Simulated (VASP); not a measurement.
Set up this calculation in VASP 6.6.1, as the native input.

- Task: single point
- Functional: LDA
- Potentials or basis: VASP PAW LDA potentials, release 64 (Ge_d)
- Cutoff: 520 eV
- k mesh: 13 × 13 × 13
- Occupations: fermi-dirac, width 0.1 eV
- Spin: no spin polarisation
- Dipole correction: no
- Further INCAR settings: ALGO = Normal; EDIFF = 1e-06; NBANDS = 13

The structure of Ge lies in POSCAR:

```
Ge
1.0
    2.6466420240      0.0000000000      0.0000000000
    0.0000000000      2.6466420240      0.0000000000
    0.0000000000      0.0000000000      2.6466420240
Ge
1
Direct
    0.0000000000      0.0000000000      0.0000000000
```

The input as run:

INCAR

```
SYSTEM = Ge
PREC = Accurate
ENCUT = 520
EDIFF = 1E-6
ISMEAR = -1
SIGMA = 0.1
LREAL = .FALSE.
LASPH = .TRUE.
NELM = 60
ALGO = Normal
ISIF = 2
LWAVE = .FALSE.
LCHARG = .TRUE.
GGA = CA
LELF = .TRUE.
LVHAR = .TRUE.
NBANDS = 13
```

KPOINTS

```
regular mesh
0
G
  13 13 13
  0 0 0
```

Potentials or basis: VASP PAW LDA potentials, release 64 (Ge_d).

The run is started by

```bash
$ cat potpaw_LDA.64/Ge_d/POTCAR > POTCAR
$ mpirun -np 1 vasp_std > vasp.out
```

Results of the run:

* Pressure: 0.0 GPa
* Band gap on the k mesh: zero (band 7 reaches 13.32 eV, above the bottom of band 8 at 4.01 eV)

Wall time 8.4 s on 1 thread of Intel Xeon 6975P-C (shared host), peak memory 0.13 GiB.
